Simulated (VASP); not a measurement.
# K3ErC2 (P6/mmm) in VASP: further runs, part 2 of 2

VASP 6.6.1. Earlier steps stand in the parts before.

### Step 3. Relaxation of cell and atoms, PBE

This run uses another cell than the first one, of 18.61 Å³/atom.

The input, INCAR:

```
PREC = Accurate
ENCUT = 600
EDIFF = 1E-7
ISMEAR = 0
SIGMA = 0.1
LREAL = False
LASPH = True
NELM = 200
ALGO = Normal
ISIF = 3
LWAVE = False
LCHARG = False
GGA = PE
IBRION = 2
NSW = 90
EDIFFG = -0.04
GGA_COMPAT = False
NELMIN = 4
LMAXMIX = 6
```

The input, KPOINTS:

```
Automatic mesh
0
Gamma
  6 6 4
```

The input, POSCAR:

```
K3ErC2
1.0
    4.8179703100      0.0000000000      0.0000000000
   -2.4089851600      4.1724846900      0.0000000000
    0.0000000000      0.0000000000      5.5553532100
K Er C
3 1 2
Direct
    0.5000000000      0.0000000000      0.5000000000
    0.0000000000      0.5000000000      0.5000000000
    0.5000000000      0.5000000000      0.5000000000
    0.0000000000      0.0000000000      0.0000000000
    0.0000000000      0.0000000000      0.4051517800
    0.0000000000      0.0000000000      0.5948482200
```

Potentials or basis: VASP PAW PBE potentials, release 64 (K_sv, Er_3, C), 4f in core.

Launch:

```bash
$ cat potpaw_PBE.64/K_sv/POTCAR potpaw_PBE.64/Er_3/POTCAR potpaw_PBE.64/C/POTCAR > POTCAR
$ mpirun -np 1 vasp_std > vasp.out
```

OUTCAR:

```text
PREC = Accurate
   ENCUT = 600
   EDIFF = 1E-7
   ISMEAR = 0
   LREAL = False
   LASPH = True
   NELM = 200
   ISIF = 3
   GGA = PE
   IBRION = 2
   NSW = 90
   EDIFFG = -0.04
   NELMIN = 4

 ion  position               nearest neighbor table
   1  0.500  0.000  0.500-   2 2.41   2 2.41   3 2.41   3 2.41   5 2.47   5 2.47   6 2.47   6 2.47
                             4 3.68   4 3.68   4 3.68   4 3.68
   2  0.000  0.500  0.500-   3 2.41   3 2.41   1 2.41   1 2.41   5 2.47   6 2.47   5 2.47   6 2.47
                             4 3.68   4 3.68   4 3.68   4 3.68
   3  0.500  0.500  0.500-   2 2.41   2 2.41   1 2.41   1 2.41   5 2.47   6 2.47   5 2.47   6 2.47
                             4 3.68   4 3.68   4 3.68   4 3.68
   4  0.000  0.000  0.000-   5 2.25   6 2.25   1 3.68   1 3.68   1 3.68   1 3.68   3 3.68   3 3.68
                             3 3.68   3 3.68   2 3.68   2 3.68   2 3.68   2 3.68
   5  0.000  0.000  0.405-   6 1.05   4 2.25   1 2.47   1 2.47   3 2.47   3 2.47   2 2.47   2 2.47

   6  0.000  0.000  0.595-   5 1.05   4 2.25   1 2.47   1 2.47   3 2.47   3 2.47   2 2.47   2 2.47

  LATTYP: Found a hexagonal cell.
 ALAT       =     4.8179703100
 C/A-ratio  =     1.1530484525

  Lattice vectors:

 A1 = (   4.8179703100,   0.0000000000,   0.0000000000)
 A2 = (  -2.4089851600,   4.1724846900,   0.0000000000)
 A3 = (   0.0000000000,   0.0000000000,   5.5553532100)

Analysis of symmetry for initial positions (statically):
=====================================================================
 Subroutine PRICEL returns:
 Original cell was already a primitive cell.

 Routine SETGRP: Setting up the symmetry group for a
 hexagonal supercell.

 Subroutine GETGRP returns: Found 24 space group operations
 (whereof 24 operations were pure point group operations)
 out of a pool of 24 trial point group operations.

The static configuration has the point symmetry D_6h.

Analysis of symmetry for dynamics (positions and initial velocities):
=====================================================================
 Subroutine PRICEL returns:
 Original cell was already a primitive cell.

 Routine SETGRP: Setting up the symmetry group for a
 hexagonal supercell.
[... 148 lines left out ...]

--------------------------------------- Ionic step        1  -------------------------------------------

 number of electron      44.0000004 magnetization

 Free energy of the ion-electron system (eV)
  ---------------------------------------------------
  ext. energy  EPLUGINS =         0.00000000
  ---------------------------------------------------
  free energy    TOTEN  =       -11.79858354 eV

  energy without entropy =      -11.76759616  energy(sigma->0) =      -11.78308985

------------------------ aborting loop because EDIFF is reached ----------------------------------------

  FORCE on cell =-STRESS in cart. coord.  units (eV):
  Direction    XX          YY          ZZ          XY          YZ          ZX
  --------------------------------------------------------------------------------------
  -------------------------------------------------------------------------------------
  Total       33.3597174     33.3597175     43.6463361     -0.0000000     -0.0000000      0.0000000
  in kB      478.5886524    478.5886539    626.1636134     -0.0000006     -0.0000000      0.0000000
  external PRESSURE =     527.7803066 kB  Pullay stress =       0.0000000 kB
[... 101 lines left out ...]
  FREE ENERGIE OF THE ION-ELECTRON SYSTEM (eV)
  ---------------------------------------------------
  free  energy   TOTEN  =       -10.5202658331 eV

  energy  without entropy=      -10.5077621766  energy(sigma->0) =      -10.51401400

 E-fermi :   2.5461     XC(G=0):  -9.2047

 val. band max:        2.5448813454   @ k =   0.3333  -0.0000   0.2500
 cond. band min:       2.5852727939   @ k =   0.3333   0.1667   0.5000
 fundamental gap:      0.0403914485
 Fermi energy:         2.5461159004

 k-point     1 :       0.0000    0.0000    0.0000
  band No.  band energies     occupation
      1     -30.2793      2.00000
      2     -28.5843      2.00000
      3     -28.5843      2.00000
      4     -21.6681      2.00000
      5     -20.8875      2.00000
      6     -20.8875      2.00000
[... 598 lines left out ...]
     25       4.2381      0.00000
     26       6.2811      0.00000

[... ionic steps 4 to 29 ...]

--------------------------------------- Ionic step       30  -------------------------------------------

 number of electron      44.0000010 magnetization

------------------------ aborting loop because EDIFF is reached ----------------------------------------
[... 75 lines left out ...]
--------------------------------------- Ionic step       32  -------------------------------------------

 number of electron      44.0000009 magnetization

 Free energy of the ion-electron system (eV)
  ---------------------------------------------------
  ext. energy  EPLUGINS =         0.00000000
  ---------------------------------------------------
  free energy    TOTEN  =       -22.26573739 eV

  energy without entropy =      -22.22966861  energy(sigma->0) =      -22.24770300

 E-fermi :   1.0427     XC(G=0):  -7.0137

 val. band max:        1.0410940416   @ k =   0.3333   0.3333   0.0000
 cond. band min:       1.1007353690   @ k =   0.1667   0.1667   0.5000
 fundamental gap:      0.0596413274
 Fermi energy:         1.0426696302

 k-point     1 :       0.0000    0.0000    0.0000
  band No.  band energies     occupation
      1     -31.7199      2.00000
      2     -31.6012      2.00000
      3     -31.6012      2.00000
      4     -24.7034      2.00000
      5     -24.7034      2.00000
      6     -24.2145      2.00000
[... 631 lines left out ...]
  FREE ENERGIE OF THE ION-ELECTRON SYSTEM (eV)
  ---------------------------------------------------
  free  energy   TOTEN  =       -22.2657373901 eV

  energy  without entropy=      -22.2296686061  energy(sigma->0) =      -22.24770300

 reached required accuracy - stopping structural energy minimisation
```

It took 25 min on 1 thread of Intel Xeon 6975P-C (Granite Rapids), shared host; peak memory 0.32 GiB.

Results:

- Free energy: -22.2657 eV
- Relaxed volume: 38.25 Å³/atom
- Relaxed cell: a = 6.706 Å, b = 6.706 Å, c = 5.892 Å, α = 90.00°, β = 90.00°, γ = 120.00°
- Space group after relaxing (to 0.1 Å): P6/mmm (No. 191)
- Pressure after relaxing: 0.0 GPa
- Band gap on the k mesh: zero (bands 22 and 23 overlap by 0.55 eV)

Final structure:
```
K Er C
1.0
     6.70621    0.00000    0.00000
    -3.35310    5.80774    0.00000
     0.00000    0.00000    5.89224
K Er C
3 1 2
Direct
  0.50000 0.00000 0.50000
  0.00000 0.50000 0.50000
  0.50000 0.50000 0.50000
  0.00000 0.00000 0.00000
  0.00000 0.00000 0.39090
  0.00000 0.00000 0.60910
```

Caveat: the volume moved by over 15 % at a fixed basis, so the end points are rough; spin-orbit coupling is left out, which moves the levels of the heavy elements; the 4f electrons are frozen in the core, so they carry no moment and show no levels. Spin polarisation is off, so any magnetic state and its effect on volume and gap are missing.

The gap in the log of VASP goes by the Fermi energy; the results here count the filled bands.